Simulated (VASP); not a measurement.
# Mg3Cd2Te3 (Pm-3m) in VASP: notebook

The runs below take Mg3Cd2Te3 through relaxation of cell and atoms, with PBE.

Everything below comes from runs of VASP 6.6.1. Logs are shortened: lines on timing, memory, paths and dates and some standing lists are left out, and cuts for length are marked.

### Step 1. The cell of the first run

The structure is cubic, space group Pm-3m (No. 221). The conventional cell has a = 5.954 Å, b = 5.954 Å, c = 5.954 Å, α = 90.00°, β = 90.00°, γ = 90.00°. Within 3.9 Å of Mg (site symmetry 4/mmm) lie 2 Cd at 2.98 Å and 4 Te at 2.98 Å. Within 3.9 Å of Cd (site symmetry m-3m) lie 6 Mg at 2.98 Å. Within 3.9 Å of Cd (site symmetry m-3m) lie 6 Te at 2.98 Å. Within 3.9 Å of Te (site symmetry 4/mmm) lie 4 Mg at 2.98 Å and 2 Cd at 2.98 Å.

The cell was built from a structure type or drawn by symmetry, and may not be a known phase.

### Step 2. Relaxation of cell and atoms, PBE

The input, INCAR:

```
SYSTEM = Mg3Cd2Te3
PREC = Accurate
ENCUT = 600
EDIFF = 1E-6
ISMEAR = 0
SIGMA = 0.2
LREAL = .FALSE.
LASPH = .TRUE.
NELM = 100
ALGO = Normal
ISIF = 3
LWAVE = .FALSE.
LCHARG = .FALSE.
GGA = PE
IBRION = 2
NSW = 36
EDIFFG = -0.08
```

The input, KPOINTS:

```
regular mesh
0
G
  3 3 3
  0 0 0
```

The input, POSCAR:

```
Mg3Cd2Te3
1.0
    5.9535866500      0.0000000000      0.0000000000
    0.0000000000      5.9535866500      0.0000000000
    0.0000000000      0.0000000000      5.9535866500
Mg Cd Te
3 2 3
Direct
    0.5000000000      0.0000000000      0.0000000000
    0.0000000000      0.5000000000      0.0000000000
    0.0000000000      0.0000000000      0.5000000000
    0.0000000000      0.0000000000      0.0000000000
    0.5000000000      0.5000000000      0.5000000000
    0.0000000000      0.5000000000      0.5000000000
    0.5000000000      0.0000000000      0.5000000000
    0.5000000000      0.5000000000      0.0000000000
```

Potentials or basis: VASP PAW PBE potentials, release 64 (Mg, Cd, Te).

On the command line:

```sh
cat potpaw_PBE.64/Mg/POTCAR potpaw_PBE.64/Cd/POTCAR potpaw_PBE.64/Te/POTCAR > POTCAR
mpirun -np 1 vasp_std > vasp.out
```

OUTCAR:

```text
SYSTEM = Mg3Cd2Te3
   PREC = Accurate
   ENCUT = 600
   EDIFF = 1E-6
   ISMEAR = 0
   LREAL = .FALSE.
   LASPH = .TRUE.
   NELM = 100
   ISIF = 3
   GGA = PE
   IBRION = 2
   NSW = 36
   EDIFFG = -0.08

 ion  position               nearest neighbor table
   1  0.500  0.000  0.000-   4 2.98   7 2.98   8 2.98   7 2.98   8 2.98   4 2.98
   2  0.000  0.500  0.000-   4 2.98   6 2.98   8 2.98   6 2.98   4 2.98   8 2.98
   3  0.000  0.000  0.500-   4 2.98   6 2.98   7 2.98   4 2.98   6 2.98   7 2.98
   4  0.000  0.000  0.000-   1 2.98   2 2.98   3 2.98   3 2.98   2 2.98   1 2.98
   5  0.500  0.500  0.500-   6 2.98   7 2.98   8 2.98   8 2.98   7 2.98   6 2.98
   6  0.000  0.500  0.500-   2 2.98   3 2.98   5 2.98   2 2.98   3 2.98   5 2.98
   7  0.500  0.000  0.500-   1 2.98   3 2.98   5 2.98   1 2.98   5 2.98   3 2.98
   8  0.500  0.500  0.000-   1 2.98   2 2.98   5 2.98   5 2.98   1 2.98   2 2.98

  LATTYP: Found a simple cubic cell.
 ALAT       =     5.9535866500

  Lattice vectors:

 A1 = (   5.9535866500,   0.0000000000,   0.0000000000)
 A2 = (   0.0000000000,   5.9535866500,   0.0000000000)
 A3 = (   0.0000000000,   0.0000000000,   5.9535866500)

Analysis of symmetry for initial positions (statically):
=====================================================================
 Subroutine PRICEL returns:
 Original cell was already a primitive cell.

 Routine SETGRP: Setting up the symmetry group for a
 simple cubic supercell.

 Subroutine GETGRP returns: Found 48 space group operations
 (whereof 48 operations were pure point group operations)
 out of a pool of 48 trial point group operations.

The static configuration has the point symmetry O_h .

Analysis of symmetry for dynamics (positions and initial velocities):
=====================================================================
 Subroutine PRICEL returns:
 Original cell was already a primitive cell.

 Routine SETGRP: Setting up the symmetry group for a
 simple cubic supercell.

 Subroutine GETGRP returns: Found 48 space group operations
 (whereof 48 operations were pure point group operations)
 out of a pool of 48 trial point group operations.

The dynamic configuration has the point symmetry O_h .

 Subroutine INISYM returns: Found 48 space group operations
 (whereof 48 operations are pure point group operations),
 and found     1 'primitive' translations

----------------------------------------------------------------------------------------

                                     Primitive cell

  volume of cell :     211.0260

  direct lattice vectors                    reciprocal lattice vectors
     5.953586650  0.000000000  0.000000000     0.167965977  0.000000000  0.000000000
     0.000000000  5.953586650  0.000000000     0.000000000  0.167965977  0.000000000
     0.000000000  0.000000000  5.953586650     0.000000000  0.000000000  0.167965977

  length of vectors
     5.953586650  5.953586650  5.953586650     0.167965977  0.167965977  0.167965977

  position of ions in fractional coordinates (direct lattice)
     0.500000000  0.000000000  0.000000000
     0.000000000  0.500000000  0.000000000
     0.000000000  0.000000000  0.500000000
     0.000000000  0.000000000  0.000000000
     0.500000000  0.500000000  0.500000000
     0.000000000  0.500000000  0.500000000
     0.500000000  0.000000000  0.500000000
     0.500000000  0.500000000  0.000000000

  ion indices of the primitive-cell ions
   primitive index   ion index
                 1           1
                 2           2
[... 70 lines left out ...]
   EMIN   =  10.00;   EMAX   =-10.00  energy-range for DOS
   EFERMI =   0.00;   METHOD = LEGACY
   ISMEAR =     0;   SIGMA  =   0.20  broadening in eV -4-tet -1-fermi 0-gaus
   EFERMI_NEDOS =   21; number of points for ismear=-14 and -15
   IALGO  =     38    algorithm
   IMIX   =      4    mixing-type and parameters
     AMIX     =   0.40;   BMIX     =  1.00
     AMIX_MAG =   1.60;   BMIX_MAG =  1.00
  volume/ion in A,a.u.               =      26.38       178.01
  Fermi-wavevector in a.u.,A,eV,Ry     =   0.999332  1.888464 13.587661  0.998665
  Thomas-Fermi vector in A             =   2.131615
   LORBIT       =      0    0 simple, 1 ext, 2 COOP (PROOUT), +10 PAW based schemes
   GGA     = PE    functional components
   LHFCALC =     F    Hartree Fock is set to
   AEXX    =    0.0000 exact exchange contribution
   IVDW    =     0    specifies the selected vdW correction
   LEPSILON=     F    determine dielectric tensor
   LRPA    =     F    only Hartree local field effects (RPA)
 conjugate gradient relaxation of ions
 non-spin polarized calculation
 Gauss-broadening in eV      SIGMA  =   0.20
  energy-cutoff  :      600.00
  volume of cell :      211.03
 maximum number of plane-waves:      7075
 NGX is ok and might be reduce to    48
   NGX = 23   NGY = 23   NGZ = 23

--------------------------------------- Ionic step        1  -------------------------------------------

 number of electron      48.0000017 magnetization

 Free energy of the ion-electron system (eV)
  ---------------------------------------------------
  ext. energy  EPLUGINS =         0.00000000
  ---------------------------------------------------
  free energy    TOTEN  =       -18.16084429 eV

  energy without entropy =      -18.06751633  energy(sigma->0) =      -18.11418031

------------------------ aborting loop because EDIFF is reached ----------------------------------------

  FORCE on cell =-STRESS in cart. coord.  units (eV):
  Direction    XX          YY          ZZ          XY          YZ          ZX
  --------------------------------------------------------------------------------------
  -------------------------------------------------------------------------------------
  Total        2.4192278      2.4192278      2.4192278      0.0000000     -0.0000000      0.0000000
  in kB       18.3675531     18.3675531     18.3675531      0.0000000     -0.0000000      0.0000000
  external PRESSURE =      18.3675531 kB  Pullay stress =       0.0000000 kB

 VOLUME and BASIS-vectors are now :
 -----------------------------------------------------------------------------
  energy-cutoff  :      600.00
  volume of cell :      211.03
      direct lattice vectors                 reciprocal lattice vectors
     5.953586650  0.000000000  0.000000000     0.167965977  0.000000000  0.000000000
     0.000000000  5.953586650  0.000000000     0.000000000  0.167965977  0.000000000
     0.000000000  0.000000000  5.953586650     0.000000000  0.000000000  0.167965977

 POSITION                                       TOTAL-FORCE (eV/Angst)
 -----------------------------------------------------------------------------------
      2.97679      0.00000      0.00000         0.000000      0.000000      0.000000
      0.00000      2.97679      0.00000         0.000000      0.000000      0.000000
      0.00000      0.00000      2.97679         0.000000      0.000000      0.000000
      0.00000      0.00000      0.00000         0.000000      0.000000      0.000000
      2.97679      2.97679      2.97679         0.000000      0.000000      0.000000
      0.00000      2.97679      2.97679         0.000000      0.000000      0.000000
      2.97679      0.00000      2.97679         0.000000      0.000000      0.000000
      2.97679      2.97679      0.00000         0.000000      0.000000      0.000000
 -----------------------------------------------------------------------------------
    total drift:                                0.000000     -0.000000     -0.000000

  FREE ENERGIE OF THE ION-ELECTRON SYSTEM (eV)
  ---------------------------------------------------
  free  energy   TOTEN  =       -18.1608442876 eV

  energy  without entropy=      -18.0675163274  energy(sigma->0) =      -18.11418031

--------------------------------------- Ionic step        2  -------------------------------------------

 number of electron      48.0000006 magnetization

 Free energy of the ion-electron system (eV)
  ---------------------------------------------------
  ext. energy  EPLUGINS =         0.00000000
  ---------------------------------------------------
  free energy    TOTEN  =       -18.21318264 eV

  energy without entropy =      -18.12583598  energy(sigma->0) =      -18.16950931

 E-fermi :   4.1483     XC(G=0):  -9.1280

 val. band max:        4.0613377686   @ k =   0.0000   0.0000   0.0000
 cond. band min:       4.1809896646   @ k =   0.3333   0.3333   0.3333
 fundamental gap:      0.1196518960
 Fermi energy:         4.1482915371

 k-point     1 :       0.0000    0.0000    0.0000
  band No.  band energies     occupation
      1      -7.8494      2.00000
      2      -6.9783      2.00000
      3      -6.9783      2.00000
      4      -4.8546      2.00000
      5      -4.8546      2.00000
      6      -4.7366      2.00000
[... 117 lines left out ...]
     28       6.8049      0.00000
     29       6.8049      0.00000

------------------------ aborting loop because EDIFF is reached ----------------------------------------

  FORCE on cell =-STRESS in cart. coord.  units (eV):
  Direction    XX          YY          ZZ          XY          YZ          ZX
  --------------------------------------------------------------------------------------
  -------------------------------------------------------------------------------------
  Total        0.0345306      0.0345306      0.0345306      0.0000000      0.0000000     -0.0000000
  in kB        0.2510198      0.2510198      0.2510198      0.0000000      0.0000000     -0.0000000
  external PRESSURE =       0.2510198 kB  Pullay stress =       0.0000000 kB

 VOLUME and BASIS-vectors are now :
 -----------------------------------------------------------------------------
  energy-cutoff  :      600.00
  volume of cell :      220.40
      direct lattice vectors                 reciprocal lattice vectors
     6.040442013  0.000000000  0.000000000     0.165550799 -0.000000000 -0.000000000
     0.000000000  6.040442013  0.000000000    -0.000000000  0.165550799  0.000000000
     0.000000000 -0.000000000  6.040442013    -0.000000000  0.000000000  0.165550799

 POSITION                                       TOTAL-FORCE (eV/Angst)
 -----------------------------------------------------------------------------------
      3.02022      0.00000      0.00000         0.000000      0.000000      0.000000
      0.00000      3.02022      0.00000         0.000000      0.000000      0.000000
      0.00000     -0.00000      3.02022        -0.000000      0.000000      0.000000
      0.00000      0.00000      0.00000         0.000000      0.000000      0.000000
      3.02022      3.02022      3.02022        -0.000000     -0.000000      0.000000
      0.00000      3.02022      3.02022         0.000000      0.000000      0.000000
      3.02022     -0.00000      3.02022         0.000000      0.000000      0.000000
      3.02022      3.02022      0.00000         0.000000      0.000000      0.000000
 -----------------------------------------------------------------------------------
    total drift:                                0.000000     -0.000000     -0.000000

  FREE ENERGIE OF THE ION-ELECTRON SYSTEM (eV)
  ---------------------------------------------------
  free  energy   TOTEN  =       -18.2131826449 eV

  energy  without entropy=      -18.1258359821  energy(sigma->0) =      -18.16950931

 reached required accuracy - stopping structural energy minimisation
```

Run time: 39 s. Hardware: 1 thread of Intel Xeon 6975P-C (Granite Rapids), shared host; peak memory 0.34 GiB.

What came out:

| Quantity | Value |
| --- | --- |
| Free energy | -18.2132 eV |
| Relaxed volume | 27.55 Å³/atom |
| Relaxed cell | a = 6.040 Å, b = 6.040 Å, c = 6.040 Å, α = 90.00°, β = 90.00°, γ = 90.00° |
| Space group after relaxing (to 0.1 Å) | Pm-3m (No. 221) |
| Energy gained by relaxing | 6.5 meV/atom |
| Ionic steps | 2 |
| Pressure after relaxing | 0.0 GPa |
| Band gap on the k mesh | zero (bands 24 and 25 overlap by 0.12 eV) |

Step by step:
```
step  energy change (eV)  largest force (eV/Å)  pressure (GPa)  volume (Å³)
   1              0.0000                0.0000            1.84       211.03
   2             -0.0523                0.0000            0.03       220.40
```

Final structure:
```cif
data_structure
_symmetry_space_group_name_H-M 'P 1'
_symmetry_Int_Tables_number 1
_cell_length_a 6.0404
_cell_length_b 6.0404
_cell_length_c 6.0404
_cell_angle_alpha 90.000
_cell_angle_beta 90.000
_cell_angle_gamma 90.000
_cell_volume 220.40
loop_
_atom_site_label
_atom_site_type_symbol
_atom_site_fract_x
_atom_site_fract_y
_atom_site_fract_z
_atom_site_occupancy
Mg1 Mg 0.50000 0.00000 0.00000 1
Mg2 Mg 0.00000 0.50000 0.00000 1
Mg3 Mg 0.00000 0.00000 0.50000 1
Cd1 Cd 0.00000 0.00000 0.00000 1
Cd2 Cd 0.50000 0.50000 0.50000 1
Te1 Te 0.00000 0.50000 0.50000 1
Te2 Te 0.50000 0.00000 0.50000 1
Te3 Te 0.50000 0.50000 0.00000 1
```

Caveat: semilocal functionals underestimate gaps, so a narrow gap can read as zero; spin-orbit coupling is left out, which moves the levels of the heavy elements.

[end of part 1 of 2]
